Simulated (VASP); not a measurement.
# MoS2 (R3m) in VASP: settings compared

The runs below take MoS2 through single point, with PBE, r2SCAN.

All numbers are computed with VASP 6.6.1; they aren't measurements. Logs are shortened: lines on timing, memory, paths and dates and some standing lists are left out, and cuts for length are marked.

**1. The cell of the first run**

Symmetry: R3m, No. 160, trigonal system. Conventional cell: a = 3.175 Å, b = 3.175 Å, c = 19.420 Å, α = 90.00°, β = 90.00°, γ = 120.00°. Mo (site symmetry 3m) has 6 S at 2.41 Å and 6 Mo at 3.18 Å within 3.2 Å. S (site symmetry 3m) has 3 Mo at 2.41 Å and 7 S at 3.12 to 3.18 Å within 3.2 Å. Within 3.2 Å of S (site symmetry 3m) lie 3 Mo at 2.41 Å and 7 S at 3.12 to 3.18 Å.

**2. Single point, PBE (uniaxial z strain +4.5%)**

File INCAR:

```
SYSTEM = MoS2
PREC = Accurate ; ENCUT = 520
EDIFF = 1E-6 ; ISMEAR = -1
SIGMA = 0.02 ; LREAL = .FALSE.
LASPH = .TRUE. ; NELM = 100
ALGO = Normal ; ISIF = 2
LWAVE = .FALSE. ; LCHARG = .TRUE.
GGA = PE ; LELF = .TRUE.
LVHAR = .TRUE. ; NBANDS = 20
```

File KPOINTS:

```
regular mesh
0
G
  10 10 10
  0 0 0
```

File POSCAR:

```
MoS2
1.0
    1.5875907347      0.9165959380      6.4732862752
   -1.5875907347      0.9165959380      6.4732862752
    0.0000000000     -1.8331918760      6.4732862752
Mo S
1 2
Direct
   -0.0000064939     -0.0000064939     -0.0000064939
    0.4135507562      0.4135507562      0.4135507562
    0.2531224044      0.2531224044      0.2531224044
```

Potentials or basis: VASP PAW PBE potentials, release 64 (Mo_sv, S).

Command:

```
$ cat potpaw_PBE.64/Mo_sv/POTCAR potpaw_PBE.64/S/POTCAR > POTCAR
$ mpirun -np 1 vasp_std > vasp.out
```

OUTCAR:

```text
SYSTEM = MoS2
   PREC = Accurate
   ENCUT = 520
   EDIFF = 1E-6
   ISMEAR = -1
   LREAL = .FALSE.
   LASPH = .TRUE.
   NELM = 100
   ISIF = 2
   GGA = PE

 ion  position               nearest neighbor table
   1  1.000  1.000  1.000-   3 2.41   3 2.41   3 2.41   2 2.41   2 2.41   2 2.41
   2  0.414  0.414  0.414-   1 2.41   1 2.41   1 2.41
   3  0.253  0.253  0.253-   1 2.41   1 2.41   1 2.41

  LATTYP: Found a trigonal (rhomboedric) cell.
 ALAT       =     6.7278546101
 COS(alpha) =     0.8886336691

  Lattice vectors:

 A1 = (   1.5875907347,   0.9165959380,   6.4732862752)
 A2 = (  -1.5875907347,   0.9165959380,   6.4732862752)
 A3 = (   0.0000000000,  -1.8331918760,   6.4732862752)

Analysis of symmetry for initial positions (statically):
=====================================================================
 Subroutine PRICEL returns:
 Original cell was already a primitive cell.

 Routine SETGRP: Setting up the symmetry group for a
 trigonal (rhombohedral) supercell.

 Subroutine GETGRP returns: Found  6 space group operations
 (whereof  6 operations were pure point group operations)
 out of a pool of 12 trial point group operations.

The static configuration has the point symmetry C_3v.

Analysis of symmetry for dynamics (positions and initial velocities):
=====================================================================
 Subroutine PRICEL returns:
 Original cell was already a primitive cell.

 Routine SETGRP: Setting up the symmetry group for a
 trigonal (rhombohedral) supercell.

 Subroutine GETGRP returns: Found  6 space group operations
 (whereof  6 operations were pure point group operations)
 out of a pool of 12 trial point group operations.

The dynamic configuration has the point symmetry C_3v.

 Subroutine INISYM returns: Found  6 space group operations
 (whereof  6 operations are pure point group operations),
 and found     1 'primitive' translations

----------------------------------------------------------------------------------------

                                     Primitive cell

  volume of cell :      56.5187

  direct lattice vectors                    reciprocal lattice vectors
     1.587590735  0.916595938  6.473286275     0.314942629  0.181832212  0.051493680
    -1.587590735  0.916595938  6.473286275    -0.314942629  0.181832212  0.051493680
     0.000000000 -1.833191876  6.473286275     0.000000000 -0.363664423  0.051493680

  length of vectors
     6.727854610  6.727854610  6.727854610     0.367291998  0.367291998  0.367291998

  position of ions in fractional coordinates (direct lattice)
     0.999993506  0.999993506  0.999993506
     0.413550756  0.413550756  0.413550756
     0.253122404  0.253122404  0.253122404

  ion indices of the primitive-cell ions
   primitive index   ion index
                 1           1
                 2           2
                 3           3

----------------------------------------------------------------------------------------

 KPOINTS: regular mesh

Automatic generation of k-mesh.
 Grid dimensions read from file:
 generate k-points for:   10   10   10

 Generating k-lattice:

  Cartesian coordinates                     Fractional coordinates (reciprocal lattice)
     0.031494263  0.018183221  0.005149368     0.100000000  0.000000000  0.000000000
    -0.031494263  0.018183221  0.005149368     0.000000000  0.100000000  0.000000000
     0.000000000 -0.036366442  0.005149368     0.000000000  0.000000000  0.100000000

  Length of vectors
     0.036729200  0.036729200  0.036729200

  Shift w.r.t. Gamma in fractional coordinates (k-lattice)
     0.000000000  0.000000000  0.000000000

 Subroutine IBZKPT returns following result:
 ===========================================

 Found    116 irreducible k-points:

 Following reciprocal coordinates:
            Coordinates               Weight
  0.000000  0.000000  0.000000      1.000000
  0.100000  0.000000  0.000000      6.000000
  0.200000  0.000000  0.000000      6.000000
  0.300000  0.000000  0.000000      6.000000
  0.400000  0.000000 -0.000000      6.000000
  0.500000  0.000000  0.000000      3.000000
[... 16 lines left out ...]
  0.300000  0.300000  0.000000      6.000000
  0.400000  0.300000  0.000000     12.000000
 [... further k-points ...]
   k-points           NKPTS =    116   k-points in BZ     NKDIM =    116   number of bands    NBANDS=     20
   number of dos      NEDOS =    301   number of ions     NIONS =      3
   total plane-waves  NPLWV = 125000
   dimension x,y,z NGX =    50 NGY =   50 NGZ =   50
   dimension x,y,z NGXF=   100 NGYF=  100 NGZF=  100
   ions per type =               1   2
   NGX,Y,Z   is equivalent  to a cutoff of  12.36, 12.36, 12.36 a.u.
   NGXF,Y,Z  is equivalent  to a cutoff of  24.71, 24.71, 24.71 a.u.
 SYSTEM =  MoS2
   PREC   = accura    normal or accurate (medium, high low for compatibility)
   ISTART =      0    job   : 0-new  1-cont  2-samecut
   ICHARG =      2    charge: 1-file 2-atom 10-const
   ISPIN  =      1    spin polarized calculation?
   LNONCOLLINEAR =      F non collinear calculations
   LSORBIT =      F    spin-orbit coupling
   LASPH  =      T    aspherical Exc in radial PAW
   ENCUT  =  520.0 eV  38.22 Ry    6.18 a.u.  12.51 12.51 12.51*2*pi/ulx,y,z
   NELM   =    100;   NELMIN=  2; NELMDL= -5     # of ELM steps
   EDIFF  = 0.1E-05   stopping-criterion for ELM
   LREAL  =      F    real-space projection
   EDIFFG = 0.1E-04   stopping-criterion for IOM
   NSW    =      0    number of steps for IOM
   IBRION =     -1    ionic relax: 0-MD 1-quasi-New 2-CG
   NFREE  =      0    steps in history (QN), initial steepest desc. (CG)
   ISIF   =      2    stress and relaxation
   ISYM   =      2    0-nonsym 1-usesym 2-fastsym
   POTIM  = 0.5000    time-step for ionic-motion
   TEBEG  =    0.0;   TEEND  =   0.0 temperature during run
   PSTRESS=    0.0 pullay stress
   NELECT =      26.0000    total number of electrons
   NUPDOWN=      -1.0000    fix difference up-down
   EMIN   =  10.00;   EMAX   =-10.00  energy-range for DOS
   EFERMI =   0.00;   METHOD = LEGACY
   ISMEAR =    -1;   SIGMA  =   0.02  broadening in eV -4-tet -1-fermi 0-gaus
   EFERMI_NEDOS =   21; number of points for ismear=-14 and -15
   IALGO  =     38    algorithm
   IMIX   =      4    mixing-type and parameters
     AMIX     =   0.40;   BMIX     =  1.00
     AMIX_MAG =   1.60;   BMIX_MAG =  1.00
  volume/ion in A,a.u.               =      18.84       127.14
  Fermi-wavevector in a.u.,A,eV,Ry     =   1.263771  2.388181 21.730102  1.597117
  Thomas-Fermi vector in A             =   2.397111
   LORBIT       =      0    0 simple, 1 ext, 2 COOP (PROOUT), +10 PAW based schemes
   GGA     = PE    functional components
   LHFCALC =     F    Hartree Fock is set to
   AEXX    =    0.0000 exact exchange contribution
   IVDW    =     0    specifies the selected vdW correction
   LEPSILON=     F    determine dielectric tensor
   LRPA    =     F    only Hartree local field effects (RPA)
 non-spin polarized calculation
  energy-cutoff  :      520.00
  volume of cell :       56.52
 maximum number of plane-waves:      1540
   NGX = 25   NGY = 25   NGZ = 25

 number of electron      25.9999998 magnetization

 Free energy of the ion-electron system (eV)
  ---------------------------------------------------
  ext. energy  EPLUGINS =         0.00000000
  ---------------------------------------------------
  free energy    TOTEN  =       -21.83869358 eV

  energy without entropy =      -21.83869358  energy(sigma->0) =      -21.83869358

 E-fermi :   7.0562     XC(G=0): -10.4333

 val. band max:        6.6829958597   @ k =   0.5000   0.5000   0.5000
 cond. band min:       7.8908964221   @ k =  -0.2000   0.2000   0.0000
 fundamental gap:      1.2079005624
 Fermi energy:         7.0562158896

 k-point     1 :       0.0000    0.0000    0.0000
  band No.  band energies     occupation
      1     -54.6895      2.00000
      2     -28.8370      2.00000
      3     -28.6242      2.00000
      4     -28.6242      2.00000
      5      -8.0308      2.00000
      6      -6.5251      2.00000
[... 12 lines left out ...]
     19      14.6195      0.00000
     20      15.1008      0.00000

 k-point     2 :       0.1000    0.0000    0.0000
  band No.  band energies     occupation
      1     -54.6858      2.00000
      2     -28.8297      2.00000
      3     -28.6615      2.00000
      4     -28.6327      2.00000
      5      -7.8806      2.00000
      6      -6.4720      2.00000
[... 12 lines left out ...]
     19      14.7874      0.00000
     20      15.7278      0.00000

 k-point     3 :       0.2000    0.0000    0.0000
  band No.  band energies     occupation
      1     -54.6762      2.00000
      2     -28.8105      2.00000
      3     -28.7583      2.00000
      4     -28.6548      2.00000
      5      -7.4631      2.00000
      6      -6.3246      2.00000
[... 12 lines left out ...]
     19      15.4106      0.00000
     20      15.8059      0.00000

 k-point     4 :       0.3000    0.0000    0.0000
  band No.  band energies     occupation
      1     -54.6642      2.00000
      2     -28.8759      2.00000
      3     -28.7867      2.00000
      4     -28.6821      2.00000
      5      -6.8824      2.00000
      6      -6.1227      2.00000
[... 12 lines left out ...]
     19      14.5409      0.00000
     20      14.9793      0.00000

 k-point     5 :       0.4000    0.0000   -0.0000
  band No.  band energies     occupation
      1     -54.6545      2.00000
      2     -28.9695      2.00000
      3     -28.7674      2.00000
      4     -28.7040      2.00000
      5      -6.3330      2.00000
      6      -5.9398      2.00000
[... 12 lines left out ...]
     19      13.8554      0.00000
     20      14.3453      0.00000
[... 353 lines left out ...]
      6      -5.8370      2.00000
[... 12 lines left out ...]
     19      14.8456      0.00000
     20      15.7840      0.00000

 k-point    22 :      -0.2000    0.2000    0.0000
  band No.  band energies     occupation
      1     -54.6586      2.00000
      2     -28.8958      2.00000
      3     -28.7757      2.00000
      4     -28.7297      2.00000
      5      -6.5965      2.00000
      6      -6.0004      2.00000
[... 12 lines left out ...]
     19      14.8924      0.00000
     20      15.7202      0.00000

 k-point    23 :       0.3000    0.3000    0.0000
  band No.  band energies     occupation
      1     -54.6642      2.00000
      2     -28.8759      2.00000
      3     -28.7867      2.00000
      4     -28.6821      2.00000
      5      -6.8537      2.00000
      6      -6.1622      2.00000
[... 12 lines left out ...]
     19      14.7102      0.00000
     20      15.2028      0.00000

 k-point    24 :       0.4000    0.3000    0.0000
  band No.  band energies     occupation
      1     -54.6575      2.00000
      2     -28.9251      2.00000
      3     -28.7734      2.00000
      4     -28.7134      2.00000
      5      -6.4846      2.00000
      6      -6.0353      2.00000
[... 12 lines left out ...]
     19      14.4346      0.00000
     20      15.2619      0.00000

 [... further k-points ...]

------------------------ aborting loop because EDIFF is reached ----------------------------------------

  FORCE on cell =-STRESS in cart. coord.  units (eV):
  Direction    XX          YY          ZZ          XY          YZ          ZX
  --------------------------------------------------------------------------------------
  -------------------------------------------------------------------------------------
  Total        0.4831180      0.4831180      0.6453896      0.0000000      0.0000000      0.0000000
  in kB       13.6952900     13.6952900     18.2953189      0.0000000      0.0000000      0.0000000
  external PRESSURE =      15.2286329 kB  Pullay stress =       0.0000000 kB

 VOLUME and BASIS-vectors are now :
 -----------------------------------------------------------------------------
  energy-cutoff  :      520.00
  volume of cell :       56.52
      direct lattice vectors                 reciprocal lattice vectors
     1.587590735  0.916595938  6.473286275     0.314942629  0.181832212  0.051493680
    -1.587590735  0.916595938  6.473286275    -0.314942629  0.181832212  0.051493680
     0.000000000 -1.833191876  6.473286275     0.000000000 -0.363664423  0.051493680

 POSITION                                       TOTAL-FORCE (eV/Angst)
 -----------------------------------------------------------------------------------
      0.00000      0.00000     19.41973         0.000000      0.000000      0.000904
      0.00000      0.00000      8.03110         0.000000     -0.000000      0.092912
      0.00000      0.00000      4.91560         0.000000      0.000000     -0.093816
 -----------------------------------------------------------------------------------
    total drift:                               -0.000000     -0.000000      0.000040

  FREE ENERGIE OF THE ION-ELECTRON SYSTEM (eV)
  ---------------------------------------------------
  free  energy   TOTEN  =       -21.8386935845 eV

  energy  without entropy=      -21.8386935845  energy(sigma->0) =      -21.83869358
```

Wall time 9.9 min (1 thread of Intel Xeon Platinum 8259CL at 2.50GHz (Skylake/Cascade Lake), shared host); peak memory 0.4 GiB.

What came out:

```yaml
Free_energy: -21.8387 eV
Pressure: 1.5 GPa
Largest_force: 0.094 eV/Å
Band_gap_on_the_k_mesh: 1.21 eV (least direct gap 1.94 eV)
```

Forces on the atoms (eV/Å):
```
Mo   0.000  0.000  0.001
S    0.000  0.000  0.093
S    0.000  0.000 -0.094
```

Levels at points of the mesh, in eV from the valence-band top:
```tsv
k point	band 9	band 10	band 11	band 12	band 13	band 14	band 15	band 16	band 17	band 18
(0.00, 0.00, 0.00)	-3.15	-2.04	-2.04	-1.41	-0.91	2.23	2.23	2.55	2.55	5.63
(0.50, 0.00, 0.00)	-4.72	-3.72	-2.24	-1.45	-1.23	1.76	2.21	3.57	3.70	5.44
(0.50, 0.50, 0.00)	-4.52	-3.69	-2.61	-1.55	-1.10	1.74	2.30	3.21	3.94	6.07
(0.50, 0.50, 0.50)	-3.15	-3.05	-2.03	-2.03	0.00	2.28	2.28	2.48	2.48	5.80
```

Caveat: the cell differs from its parent crystal (uniaxial z strain +4.5%). A k mesh can miss the band edges.

**3. Single point, r2SCAN (uniaxial z strain +4.5%)**

POSCAR is that of step 2.

File INCAR.step1:

```
SYSTEM = MoS2
ALGO = Normal
EDIFF = 1E-4
ENCUT = 520
GGA = PE
ISMEAR = 0
LASPH = .True.
LCHARG = .False.
LREAL = .False.
LWAVE = .True.
NBANDS = 20
NELM = 60
PREC = Accurate
SIGMA = 0.01
```

File INCAR.step2:

```
SYSTEM = MoS2
ALGO = Normal
EDIFF = 1E-6
ENCUT = 520
ISIF = 2
ISMEAR = 0
ISTART = 1
LASPH = .True.
LCHARG = .False.
LMIXTAU = .True.
LREAL = .False.
LWAVE = .False.
METAGGA = R2SCAN
NBANDS = 20
NELM = 60
PREC = Accurate
SIGMA = 0.01
```

File KPOINTS:

```
k-points
0
Gamma
  10 10 10
  0 0 0
```

Potentials or basis: VASP PAW PBE potentials, release 64 (Mo_sv, S).

Command:

```
$ cat potpaw_PBE.64/Mo_sv/POTCAR potpaw_PBE.64/S/POTCAR > POTCAR
$ cp INCAR.step1 INCAR
$ mpirun -np 1 vasp_std > vasp.out
$ cp INCAR.step2 INCAR
$ mpirun -np 1 vasp_std > vasp.out
```

Run time: 40 min. Hardware: 1 thread of Intel Xeon Platinum 8259CL at 2.50GHz (Skylake/Cascade Lake), shared host; peak memory 0.45 GiB.

The run converged. Its results:

```yaml
Free_energy: -45.0394 eV
Pressure: 0.4 GPa
Largest_force: 0.048 eV/Å
Band_gap_on_the_k_mesh: 1.32 eV (least direct gap 2.05 eV)
```

Forces in eV/Å, atoms in the order of the input:
```
Mo   0.000  0.000  0.000
S    0.000  0.000 -0.048
S    0.000  0.000  0.047
```

Stress tensor (GPa, compression positive):
```
 0.82  0.00  0.00
 0.00  0.82  0.00
 0.00  0.00 -0.33
```

Levels at points of the mesh, in eV from the valence-band top:
| k point | band 11 | band 12 | band 13 | band 14 | band 15 | band 16 |
| --- | --- | --- | --- | --- | --- | --- |
| (0.00, 0.00, 0.00) | -2.18 | -1.53 | -0.93 | 2.38 | 2.38 | 2.68 |
| (0.50, 0.00, 0.00) | -2.39 | -1.59 | -1.28 | 1.87 | 2.32 | 3.83 |
| (0.50, 0.50, 0.00) | -2.78 | -1.69 | -1.15 | 1.85 | 2.42 | 3.47 |
| (0.50, 0.50, 0.50) | -2.17 | -2.17 | 0.00 | 2.43 | 2.43 | 2.61 |

Caveat: the cell differs from its parent crystal (uniaxial z strain +4.5%); the PAW data sets were made with another functional, which shifts forces and pressure a little. A k mesh can miss the band edges.
